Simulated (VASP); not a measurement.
# CaMg2O3 (P6/mmm) in VASP: further runs, part 2 of 2

VASP 6.6.1. The steps go on from the part before.

## 3. Relaxation of cell and atoms, PBE

This run uses another cell than the first one, of 14.07 Å³/atom, 1.192 times its volume.

INCAR

```
SYSTEM = CaMg2O3
PREC = Accurate
ENCUT = 600
EDIFF = 1E-6
ISMEAR = 0
SIGMA = 0.1
LREAL = .False.
LASPH = .True.
NELM = 80
ALGO = Normal
ISIF = 3
LWAVE = .False.
LCHARG = .False.
GGA = PE
IBRION = 2
NSW = 90
EDIFFG = -0.04
```

KPOINTS

```
Automatic mesh
0
Gamma
  6 6 6
  0 0 0
```

POSCAR

```
CaMg2O3
1.0
    5.5276242200      0.0000000000      0.0000000000
   -2.7638121100      4.7870630000      0.0000000000
    0.0000000000      0.0000000000      3.1902606700
Ca Mg O
1 2 3
Direct
    0.0000000000      0.0000000000      0.5000000000
    0.3333333300      0.6666666700      0.5000000000
    0.6666666700      0.3333333300      0.5000000000
    0.5000000000      0.5000000000      0.0000000000
    0.5000000000      0.0000000000      0.0000000000
    0.0000000000      0.5000000000      0.0000000000
```

Potentials or basis: VASP PAW PBE potentials, release 64 (Ca_sv, Mg, O).

Run with:

```console
$ cat potpaw_PBE.64/Ca_sv/POTCAR potpaw_PBE.64/Mg/POTCAR potpaw_PBE.64/O/POTCAR > POTCAR
$ mpirun -np 1 vasp_std > vasp.out
```

OUTCAR:

```text
SYSTEM = CaMg2O3
   PREC = Accurate
   ENCUT = 600
   EDIFF = 1E-6
   ISMEAR = 0
   LREAL = .False.
   LASPH = .True.
   NELM = 80
   ISIF = 3
   GGA = PE
   IBRION = 2
   NSW = 90
   EDIFFG = -0.04

 ion  position               nearest neighbor table
   1  0.000  0.000  0.500-   2 3.19   3 3.19   3 3.19   2 3.19   3 3.19   2 3.19
   2  0.333  0.667  0.500-   6 2.26   6 2.26   5 2.26   5 2.26   4 2.26   4 2.26   1 3.19   3 3.19
                             3 3.19   1 3.19   1 3.19   3 3.19
   3  0.667  0.333  0.500-   6 2.26   6 2.26   5 2.26   5 2.26   4 2.26   4 2.26   1 3.19   2 3.19
                             2 3.19   1 3.19   1 3.19   2 3.19
   4  0.500  0.500  0.000-   2 2.26   3 2.26   2 2.26   3 2.26
   5  0.500  0.000  0.000-   2 2.26   3 2.26   2 2.26   3 2.26
   6  0.000  0.500  0.000-   2 2.26   3 2.26   2 2.26   3 2.26

  LATTYP: Found a hexagonal cell.
 ALAT       =     5.5276242200
 C/A-ratio  =     0.5771486163

  Lattice vectors:

 A1 = (   5.5276242200,   0.0000000000,   0.0000000000)
 A2 = (  -2.7638121100,   4.7870630000,   0.0000000000)
 A3 = (   0.0000000000,   0.0000000000,   3.1902606700)

Analysis of symmetry for initial positions (statically):
=====================================================================
 Subroutine PRICEL returns:
 Original cell was already a primitive cell.

 Routine SETGRP: Setting up the symmetry group for a
 hexagonal supercell.

 Subroutine GETGRP returns: Found 24 space group operations
 (whereof 24 operations were pure point group operations)
 out of a pool of 24 trial point group operations.

The static configuration has the point symmetry D_6h.

Analysis of symmetry for dynamics (positions and initial velocities):
=====================================================================
 Subroutine PRICEL returns:
 Original cell was already a primitive cell.

 Routine SETGRP: Setting up the symmetry group for a
 hexagonal supercell.

 Subroutine GETGRP returns: Found 24 space group operations
 (whereof 24 operations were pure point group operations)
 out of a pool of 24 trial point group operations.

The dynamic configuration has the point symmetry D_6h.

 Subroutine INISYM returns: Found 24 space group operations
 (whereof 24 operations are pure point group operations),
 and found     1 'primitive' translations
[... 109 lines left out ...]
   ISIF   =      3    stress and relaxation
   ISYM   =      2    0-nonsym 1-usesym 2-fastsym
   POTIM  = 0.5000    time-step for ionic-motion
   TEBEG  =    0.0;   TEEND  =   0.0 temperature during run
   PSTRESS=    0.0 pullay stress
   NELECT =      32.0000    total number of electrons
   NUPDOWN=      -1.0000    fix difference up-down
   EMIN   =  10.00;   EMAX   =-10.00  energy-range for DOS
   EFERMI =   0.00;   METHOD = LEGACY
   ISMEAR =     0;   SIGMA  =   0.10  broadening in eV -4-tet -1-fermi 0-gaus
   EFERMI_NEDOS =   21; number of points for ismear=-14 and -15
   IALGO  =     38    algorithm
   IMIX   =      4    mixing-type and parameters
     AMIX     =   0.40;   BMIX     =  1.00
     AMIX_MAG =   1.60;   BMIX_MAG =  1.00
  volume/ion in A,a.u.               =      14.07        94.95
  Fermi-wavevector in a.u.,A,eV,Ry     =   1.184805  2.238957 19.099354  1.403763
  Thomas-Fermi vector in A             =   2.321012
   LORBIT       =      0    0 simple, 1 ext, 2 COOP (PROOUT), +10 PAW based schemes
   GGA     = PE    functional components
   LHFCALC =     F    Hartree Fock is set to
   AEXX    =    0.0000 exact exchange contribution
   IVDW    =     0    specifies the selected vdW correction
   LEPSILON=     F    determine dielectric tensor
   LRPA    =     F    only Hartree local field effects (RPA)
 conjugate gradient relaxation of ions
 non-spin polarized calculation
 Gauss-broadening in eV      SIGMA  =   0.10
  energy-cutoff  :      600.00
  volume of cell :       84.42
 maximum number of plane-waves:      2841
 NGX is ok and might be reduce to    48
   NGX = 23   NGY = 23   NGZ = 13

--------------------------------------- Ionic step        1  -------------------------------------------

 number of electron      32.0000002 magnetization

 Free energy of the ion-electron system (eV)
  ---------------------------------------------------
  ext. energy  EPLUGINS =         0.00000000
  ---------------------------------------------------
  free energy    TOTEN  =       -30.65774861 eV

  energy without entropy =      -30.65616187  energy(sigma->0) =      -30.65695524

 E-fermi :   3.0458     XC(G=0):  -9.7270

 val. band max:        2.9324992011   @ k =   0.5000   0.0000   0.5000
 cond. band min:       3.2748558864   @ k =   0.1667   0.0000   0.0000
 fundamental gap:      0.3423566853
 Fermi energy:         3.0457750471

 k-point     1 :       0.0000    0.0000    0.0000
  band No.  band energies     occupation
      1     -39.5888      2.00000
      2     -20.5103      2.00000
      3     -20.5103      2.00000
      4     -20.4095      2.00000
      5     -14.0450      2.00000
      6     -13.0230      2.00000
[... 742 lines left out ...]
--------------------------------------- Ionic step        6  -------------------------------------------

 number of electron      31.9999992 magnetization

 Free energy of the ion-electron system (eV)
  ---------------------------------------------------
  ext. energy  EPLUGINS =         0.00000000
  ---------------------------------------------------
  free energy    TOTEN  =       -32.06094776 eV

  energy without entropy =      -32.05824579  energy(sigma->0) =      -32.05959678

 E-fermi :   3.8426     XC(G=0): -10.5021

 val. band max:        3.7732830939   @ k =   0.5000   0.0000   0.5000
 cond. band min:       3.9298413261   @ k =   0.1667   0.0000   0.0000
 fundamental gap:      0.1565582322
 Fermi energy:         3.8426400706

 k-point     1 :       0.0000    0.0000    0.0000
  band No.  band energies     occupation
      1     -38.4669      2.00000
      2     -19.3182      2.00000
      3     -19.3182      2.00000
      4     -18.9560      2.00000
      5     -13.6791      2.00000
      6     -12.4378      2.00000
[... 576 lines left out ...]
  FREE ENERGIE OF THE ION-ELECTRON SYSTEM (eV)
  ---------------------------------------------------
  free  energy   TOTEN  =       -32.0609477576 eV

  energy  without entropy=      -32.0582457941  energy(sigma->0) =      -32.05959678

 reached required accuracy - stopping structural energy minimisation
```

OSZICAR:

```text
N       E                     dE             d eps       ncg     rms          rms(c)
DAV:   1     0.279062815230E+03    0.27906E+03   -0.17149E+04  1120   0.166E+03
[... 60 lines left out ...]
       N       E                     dE             d eps       ncg     rms          rms(c)
DAV:   1    -0.320627035185E+02   -0.19969E-02   -0.47837E-02  1172   0.197E+00    0.295E-01
DAV:   2    -0.320612402912E+02    0.14632E-02   -0.83222E-03  1192   0.637E-01    0.108E-01
DAV:   3    -0.320609963275E+02    0.24396E-03   -0.52504E-04  1436   0.208E-01    0.520E-02
DAV:   4    -0.320609479198E+02    0.48408E-04   -0.25785E-04  1656   0.103E-01    0.117E-02
DAV:   5    -0.320609483039E+02   -0.38409E-06   -0.13847E-05  1596   0.253E-02    0.737E-03
DAV:   6    -0.320609477576E+02    0.54635E-06   -0.80411E-06  1604   0.135E-02
   6 F= -.32060948E+02 E0= -.32059597E+02  d E =-.462845E-01
```

CONTCAR:

```text
CaMg2O3
   1.00000000000000
     5.3922057976701012   -0.0000000000000000    0.0000000000000000
    -2.6961028988350506    4.6697872059103700   -0.0000000000000000
     0.0000000000000000   -0.0000000000000000    2.7958382212915502
  Ca              Mg              O
     1     2     3
Direct
     0.0000000000000000    0.0000000000000000    0.5000000000000000
     0.3333333300000021    0.6666666699999979    0.5000000000000000
     0.6666666699999979    0.3333333300000021    0.5000000000000000
     0.5000000000000000    0.5000000000000000    0.0000000000000000
     0.5000000000000000    0.0000000000000000    0.0000000000000000
     0.0000000000000000    0.5000000000000000    0.0000000000000000

  0.00000000E+00  0.00000000E+00  0.00000000E+00
  0.00000000E+00  0.00000000E+00  0.00000000E+00
  0.00000000E+00  0.00000000E+00  0.00000000E+00
  0.00000000E+00  0.00000000E+00  0.00000000E+00
  0.00000000E+00  0.00000000E+00  0.00000000E+00
  0.00000000E+00  0.00000000E+00  0.00000000E+00
```

Run time: 4.2 min. Hardware: 1 thread of Intel Xeon Platinum 8488C (Sapphire Rapids), shared host; peak memory 0.28 GiB.

Results:

```
Free energy                            : -32.0609 eV
Relaxed volume                         : 11.73 Å³/atom
Relaxed cell                           : a = 5.392 Å, b = 5.392 Å, c = 2.796 Å, α = 90.00°, β = 90.00°, γ = 120.00°
Space group after relaxing (to 0.05 Å) : P6/mmm (No. 191)
Energy gained by relaxing              : 233.9 meV/atom
Ionic steps                            : 6
Pressure after relaxing                : 0.2 GPa
Band gap on the k mesh                 : zero (band 16 reaches 3.77 eV, above the bottom of band 17 at 3.69 eV)
```

The path:
| step | energy change (eV) | largest force (eV/Å) | pressure (GPa) | volume (Å³) |
| --- | --- | --- | --- | --- |
| 1 | 0.0000 | 0.0000 | -13.76 | 84.42 |
| 2 | -1.2033 | 0.0000 | 2.20 | 69.89 |
| 3 | -1.3566 | 0.0000 | -3.23 | 72.99 |
| 4 | -1.3569 | 0.0000 | -3.59 | 73.21 |
| 5 | -1.4030 | 0.0000 | 0.45 | 70.21 |
| 6 | -1.4032 | 0.0000 | 0.16 | 70.40 |

Final structure:
```xyz
6
Lattice="5.3922 0.0000 0.0000 -2.6961 4.6698 0.0000 0.0000 0.0000 2.7958" Properties=species:S:1:pos:R:3 pbc="T T T"
Ca    0.0000    0.0000    1.3979
Mg    0.0000    3.1132    1.3979
Mg    2.6961    1.5566    1.3979
O     1.3481    2.3349    0.0000
O     2.6961    0.0000    0.0000
O    -1.3481    2.3349    0.0000
```

Levels at points of the mesh, in eV from the Fermi level:
```tsv
k point	band 12	band 13	band 14	band 15	band 16	band 17	band 18	band 19	band 20
(0.00, 0.00, 0.00)	-0.53	-0.53	-0.52	-0.32	-0.32	-0.16	1.81	2.59	2.59
(0.50, 0.00, 0.00)	-2.43	-0.91	-0.71	-0.55	-0.43	0.34	2.76	3.91	4.81
(0.00, 0.00, 0.50)	-3.25	-3.25	-0.19	-0.19	-0.08	2.85	2.85	3.96	3.96
(0.50, 0.00, 0.50)	-2.16	-2.03	-2.01	-1.48	-0.07	1.43	2.57	2.92	3.26
```

Caveat: the volume moved by over 15 % at a fixed basis, so the end points are rough.
